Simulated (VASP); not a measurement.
# Ge (P3m1) in VASP: notebook

Runs on Ge. Level: PBEsol. Tasks: single point.

All numbers are computed with VASP 6.6.1; they aren't measurements. Logs are shortened: lines on timing, memory, paths and dates and some standing lists are left out, and cuts for length are marked.

## Step 1: The cell of the first run

The structure is trigonal, space group P3m1 (No. 156). Conventional cell: a = 3.997 Å, b = 3.997 Å, c = 6.596 Å, α = 90.00°, β = 90.00°, γ = 120.00°. Within 3.2 Å of Ge (site symmetry 3m) lie 4 Ge at 2.39 to 2.67 Å. Ge (site symmetry 3m) has 4 Ge at 2.45 to 2.47 Å within 3.2 Å. Within 3.2 Å of Ge (site symmetry 3m) lie 4 Ge at 2.45 to 2.67 Å. Ge (site symmetry 3m) has 4 Ge at 2.39 to 2.47 Å within 3.2 Å.

## Step 2: Single point, PBEsol (atom 1 (Ge) moved by (+0.000, -0.200) A along x and z)

Contents of INCAR:

```
PREC     = Accurate       # precision mode
ENCUT    = 520            # plane-wave cutoff, eV
EDIFF    = 1E-6           # SCF threshold, eV
ISMEAR   = 0              # smearing method
SIGMA    = 0.15           # smearing width, eV
LREAL    = False          # projectors in reciprocal space
LASPH    = True           # aspherical terms in the spheres
NELM     = 60             # most SCF steps
ALGO     = Normal         # electronic algorithm
ISIF     = 2              # what is computed and relaxed
LWAVE    = False          # write WAVECAR
LCHARG   = False          # write CHGCAR
GGA      = PS             # functional
NBANDS   = 36             # bands
```

Contents of KPOINTS:

```
Automatic mesh
0
Gamma
  12 12 8
```

Contents of POSCAR:

```
Ge
1.0
    3.9969678642      0.0000000000      0.0000000000
   -1.9984839321      3.4614757085      0.0000000000
    0.0000000000      0.0000000000      6.5963651330
Ge
4
Direct
    0.6666666667      0.3333333333      0.0325921280
    0.3333333333      0.6666666667      0.5629118565
    0.6666666667      0.3333333333      0.4370881435
    0.3333333333      0.6666666667      0.9370881435
```

Potentials or basis: VASP PAW PBE potentials, release 64 (Ge_d).

Started as:

```console
$ cat potpaw_PBE.64/Ge_d/POTCAR > POTCAR
$ mpirun -np 1 vasp_std > vasp.out
```

OUTCAR:

```text
PREC = Accurate
   ENCUT = 520
   EDIFF = 1E-6
   ISMEAR = 0
   LREAL = False
   LASPH = True
   NELM = 60
   ISIF = 2
   GGA = PS

 ion  position               nearest neighbor table
   1  0.667  0.333  0.033-   4 2.39   4 2.39   4 2.39   3 2.67
   2  0.333  0.667  0.563-   3 2.45   3 2.45   3 2.45   4 2.47
   3  0.667  0.333  0.437-   2 2.45   2 2.45   2 2.45   1 2.67
   4  0.333  0.667  0.937-   1 2.39   1 2.39   1 2.39   2 2.47

  LATTYP: Found a hexagonal cell.
 ALAT       =     3.9969678642
 C/A-ratio  =     1.6503422987

  Lattice vectors:

 A1 = (   3.9969678642,   0.0000000000,   0.0000000000)
 A2 = (  -1.9984839321,   3.4614757085,   0.0000000000)
 A3 = (   0.0000000000,   0.0000000000,   6.5963651330)

Analysis of symmetry for initial positions (statically):
=====================================================================
 Subroutine PRICEL returns:
 Original cell was already a primitive cell.

 Routine SETGRP: Setting up the symmetry group for a
 hexagonal supercell.

 Subroutine GETGRP returns: Found  6 space group operations
 (whereof  6 operations were pure point group operations)
 out of a pool of 24 trial point group operations.

The static configuration has the point symmetry C_3v.

Analysis of symmetry for dynamics (positions and initial velocities):
=====================================================================
 Subroutine PRICEL returns:
 Original cell was already a primitive cell.

 Routine SETGRP: Setting up the symmetry group for a
 hexagonal supercell.

 Subroutine GETGRP returns: Found  6 space group operations
 (whereof  6 operations were pure point group operations)
 out of a pool of 24 trial point group operations.

The dynamic configuration has the point symmetry C_3v.

 Subroutine INISYM returns: Found  6 space group operations
 (whereof  6 operations are pure point group operations),
 and found     1 'primitive' translations

----------------------------------------------------------------------------------------

                                     Primitive cell

  volume of cell :      91.2634

  direct lattice vectors                    reciprocal lattice vectors
[... 81 lines left out ...]
 SYSTEM =  unknown system
   PREC   = accura    normal or accurate (medium, high low for compatibility)
   ISTART =      0    job   : 0-new  1-cont  2-samecut
   ICHARG =      2    charge: 1-file 2-atom 10-const
   ISPIN  =      1    spin polarized calculation?
   LNONCOLLINEAR =      F non collinear calculations
   LSORBIT =      F    spin-orbit coupling
   LASPH  =      T    aspherical Exc in radial PAW
   ENCUT  =  520.0 eV  38.22 Ry    6.18 a.u.   7.43  7.43 12.26*2*pi/ulx,y,z
   NELM   =     60;   NELMIN=  2; NELMDL= -5     # of ELM steps
   EDIFF  = 0.1E-05   stopping-criterion for ELM
   LREAL  =      F    real-space projection
   EDIFFG = 0.1E-04   stopping-criterion for IOM
   NSW    =      0    number of steps for IOM
   IBRION =     -1    ionic relax: 0-MD 1-quasi-New 2-CG
   NFREE  =      0    steps in history (QN), initial steepest desc. (CG)
   ISIF   =      2    stress and relaxation
   ISYM   =      2    0-nonsym 1-usesym 2-fastsym
   POTIM  = 0.5000    time-step for ionic-motion
   TEBEG  =    0.0;   TEEND  =   0.0 temperature during run
   PSTRESS=    0.0 pullay stress
   NELECT =      56.0000    total number of electrons
   NUPDOWN=      -1.0000    fix difference up-down
   EMIN   =  10.00;   EMAX   =-10.00  energy-range for DOS
   EFERMI =   0.00;   METHOD = LEGACY
   ISMEAR =     0;   SIGMA  =   0.15  broadening in eV -4-tet -1-fermi 0-gaus
   EFERMI_NEDOS =   21; number of points for ismear=-14 and -15
   IALGO  =     38    algorithm
   IMIX   =      4    mixing-type and parameters
     AMIX     =   0.40;   BMIX     =  1.00
     AMIX_MAG =   1.60;   BMIX_MAG =  1.00
  volume/ion in A,a.u.               =      22.82       153.97
  Fermi-wavevector in a.u.,A,eV,Ry     =   1.391144  2.628880 26.331090  1.935281
  Thomas-Fermi vector in A             =   2.515011
   LORBIT       =      0    0 simple, 1 ext, 2 COOP (PROOUT), +10 PAW based schemes
   GGA     = PS    functional components
   LHFCALC =     F    Hartree Fock is set to
   AEXX    =    0.0000 exact exchange contribution
   IVDW    =     0    specifies the selected vdW correction
   LEPSILON=     F    determine dielectric tensor
   LRPA    =     F    only Hartree local field effects (RPA)
 non-spin polarized calculation
 Gauss-broadening in eV      SIGMA  =   0.15
  energy-cutoff  :      520.00
  volume of cell :       91.26
 maximum number of plane-waves:      2491
 NGX is ok and might be reduce to    30
   NGX = 15   NGY = 15   NGZ = 25

 number of electron      56.0000053 magnetization

 Free energy of the ion-electron system (eV)
  ---------------------------------------------------
  ext. energy  EPLUGINS =         0.00000000
  ---------------------------------------------------
  free energy    TOTEN  =       -19.48424492 eV

  energy without entropy =      -19.48297544  energy(sigma->0) =      -19.48361018

 E-fermi :   4.8475     XC(G=0): -10.0842

 val. band max:        4.7825656625   @ k =   0.0000   0.0000   0.5000
 cond. band min:       4.8593852957   @ k =   0.0000   0.0000   0.0000
 fundamental gap:      0.0768196332
 Fermi energy:         4.8475168022

 k-point     1 :       0.0000    0.0000    0.0000
  band No.  band energies     occupation
      1     -20.1994      2.00000
      2     -20.1994      2.00000
      3     -20.1337      2.00000
      4     -20.1337      2.00000
      5     -20.1256      2.00000
      6     -20.0252      2.00000
[... 925 lines left out ...]
     35      10.2216      0.00000
     36      10.8426      0.00000

 [... further k-points ...]
[... 5 lines left out ...]
  --------------------------------------------------------------------------------------
  -------------------------------------------------------------------------------------
  Total        1.0520255      1.0520255     -1.1349039      0.0000000      0.0000000      0.0000000
  in kB       18.4688661     18.4688661    -19.9238403      0.0000000      0.0000000      0.0000000
  external PRESSURE =       5.6712973 kB  Pullay stress =       0.0000000 kB

 VOLUME and BASIS-vectors are now :
 -----------------------------------------------------------------------------
  energy-cutoff  :      520.00
  volume of cell :       91.26
      direct lattice vectors                 reciprocal lattice vectors
     3.996967864  0.000000000  0.000000000     0.250189652  0.144447063  0.000000000
    -1.998483932  3.461475709  0.000000000     0.000000000  0.288894126  0.000000000
     0.000000000  0.000000000  6.596365133     0.000000000  0.000000000  0.151598643

 POSITION                                       TOTAL-FORCE (eV/Angst)
 -----------------------------------------------------------------------------------
      1.99848      1.15383      0.21499         0.000000     -0.000000      1.830039
     -0.00000      2.30765      3.71317        -0.000000      0.000000     -0.274054
      1.99848      1.15383      2.88319        -0.000000      0.000000     -0.804165
     -0.00000      2.30765      6.18138        -0.000000     -0.000000     -0.751819
 -----------------------------------------------------------------------------------
    total drift:                               -0.000000     -0.000000     -0.000048

  FREE ENERGIE OF THE ION-ELECTRON SYSTEM (eV)
  ---------------------------------------------------
  free  energy   TOTEN  =       -19.4842449156 eV

  energy  without entropy=      -19.4829754380  energy(sigma->0) =      -19.48361018
```

OSZICAR:

```text
N       E                     dE             d eps       ncg     rms          rms(c)
DAV:   1     0.494074183660E+03    0.49407E+03   -0.28256E+04 10948   0.428E+03
DAV:   2     0.662570163000E+02   -0.42782E+03   -0.41645E+03  9448   0.810E+02
DAV:   3    -0.151296906628E+02   -0.81387E+02   -0.80389E+02 10156   0.207E+02
DAV:   4    -0.197021224779E+02   -0.45724E+01   -0.45534E+01 11024   0.579E+01
DAV:   5    -0.197960548343E+02   -0.93932E-01   -0.93870E-01 10612   0.917E+00    0.462E+00
DAV:   6    -0.195808656255E+02    0.21519E+00   -0.90614E-02 13780   0.853E+00    0.265E+00
DAV:   7    -0.194797531830E+02    0.10111E+00   -0.18210E-01 10604   0.559E+00    0.246E-01
DAV:   8    -0.194833923073E+02   -0.36391E-02   -0.38271E-02 10604   0.515E+00    0.146E-01
DAV:   9    -0.194839063938E+02   -0.51409E-03   -0.40483E-03 11836   0.194E+00    0.829E-02
DAV:  10    -0.194841962463E+02   -0.28985E-03   -0.10795E-03 13336   0.650E-01    0.172E-02
DAV:  11    -0.194842339563E+02   -0.37710E-04   -0.46151E-04 12228   0.681E-01    0.811E-03
DAV:  12    -0.194842410616E+02   -0.71054E-05   -0.66146E-05 10952   0.239E-01    0.356E-03
DAV:  13    -0.194842443794E+02   -0.33178E-05   -0.27621E-05 10600   0.128E-01    0.161E-03
DAV:  14    -0.194842449156E+02   -0.53619E-06   -0.49214E-06  8096   0.629E-02
   1 F= -.19484245E+02 E0= -.19483610E+02  d E =-.126948E-02
```

Run time: 8.4 min. Hardware: 1 thread of Intel Xeon Platinum 8488C (Sapphire Rapids), shared host; peak memory 0.41 GiB.

Results:

```
Free energy            : -19.4842 eV
Pressure               : 0.6 GPa
Largest force          : 1.830 eV/Å
Band gap on the k mesh : zero (bands 28 and 29 overlap by 0.45 eV)
```

Forces in eV/Å, atoms in the order of the input:
```
Ge   0.000  0.000  1.830
Ge   0.000  0.000 -0.274
Ge   0.000  0.000 -0.804
Ge   0.000  0.000 -0.752
```

Stress tensor (GPa, compression positive):
```
 1.85  0.00  0.00
 0.00  1.85  0.00
 0.00  0.00 -1.99
```

Levels at points of the mesh, in eV from the Fermi level:
| k point | band 24 | band 25 | band 26 | band 27 | band 28 | band 29 | band 30 | band 31 | band 32 | band 33 |
| --- | --- | --- | --- | --- | --- | --- | --- | --- | --- | --- |
| (0.00, 0.00, 0.00) | -1.67 | -1.67 | -0.57 | -0.07 | -0.07 | 0.01 | 0.40 | 2.33 | 2.33 | 2.40 |
| (0.50, 0.00, 0.00) | -6.95 | -4.39 | -3.28 | -2.57 | -1.64 | 0.25 | 1.56 | 3.87 | 3.94 | 4.08 |
| (0.00, 0.00, 0.50) | -4.21 | -1.35 | -1.35 | -0.65 | -0.65 | -0.06 | 0.75 | 3.08 | 3.08 | 3.52 |
| (0.50, 0.00, 0.50) | -7.75 | -2.94 | -2.57 | -2.22 | -2.11 | 0.34 | 0.68 | 1.54 | 2.15 | 6.13 |

Caveat: the cell differs from its parent crystal (atom 1 (Ge) moved by (+0.000, -0.200) A along x and z); semilocal functionals underestimate gaps, so a narrow gap can read as zero; the PAW data sets were made with another functional, which shifts forces and pressure a little.

## Step 3: Single point, PBEsol (atom 1 (Ge) moved by (+0.000, +0.200) A along x and z)

Contents of INCAR:

```
SYSTEM = Ge
  PREC = Accurate
  ENCUT = 520
  EDIFF = 1E-6
  ISMEAR = 0
  SIGMA = 0.15
  LREAL = .False.
  LASPH = .True.
  NELM = 60
  ALGO = Normal
  ISIF = 2
  LWAVE = .False.
  LCHARG = .True.
  GGA = PS
  LELF = .True.
  LVHAR = .True.
  NBANDS = 36
```

Contents of KPOINTS:

```
regular mesh
0
Gamma
  12 12 8
  0 0 0
```

Changes to POSCAR since step 2:

```diff
@@ -8,3 +8,3 @@
 Direct
-    0.6666666667      0.3333333333      0.0325921280
+    0.6666666667      0.3333333333      0.0932315850
     0.3333333333      0.6666666667      0.5629118565
```

Potentials or basis: VASP PAW PBE potentials, release 64 (Ge_d).

Started as:

```console
$ cat potpaw_PBE.64/Ge_d/POTCAR > POTCAR
$ mpirun -np 1 vasp_std > vasp.out
```

Wall time 9.2 min (1 thread of Intel Xeon Platinum 8488C (Sapphire Rapids), shared host); peak memory 0.41 GiB.

The run converged. Its results:

* Free energy: -19.4017 eV
* Pressure: 0.6 GPa
* Largest force: 3.049 eV/Å
* Band gap on the k mesh: zero (bands 28 and 29 overlap by 0.31 eV)

Forces in eV/Å, atoms in the order of the input:
```
Ge   0.000  0.000 -3.049
Ge   0.000  0.000  0.246
Ge   0.000  0.000  1.817
Ge   0.000  0.000  0.987
```

Stress tensor (GPa, compression positive):
```
-1.66  0.00  0.00
 0.00 -1.66  0.00
 0.00  0.00  5.10
```

Levels at points of the mesh, in eV from the Fermi level:
```tsv
k point	band 25	band 26	band 27	band 28	band 29	band 30	band 31	band 32
(0.00, 0.00, 0.00)	-1.64	-0.83	-0.25	0.06	0.34	0.34	1.93	1.93
(0.50, 0.00, 0.00)	-4.92	-3.25	-3.21	-1.23	0.41	1.58	2.95	3.09
(0.00, 0.00, 0.50)	-1.25	-1.25	-0.53	-0.53	0.38	1.18	3.03	3.03
(0.50, 0.00, 0.50)	-3.06	-2.79	-2.65	-2.05	0.03	0.40	1.81	2.46
```

Caveat: the cell differs from its parent crystal (atom 1 (Ge) moved by (+0.000, +0.200) A along x and z); semilocal functionals underestimate gaps, so a narrow gap can read as zero; the PAW data sets were made with another functional, which shifts forces and pressure a little.
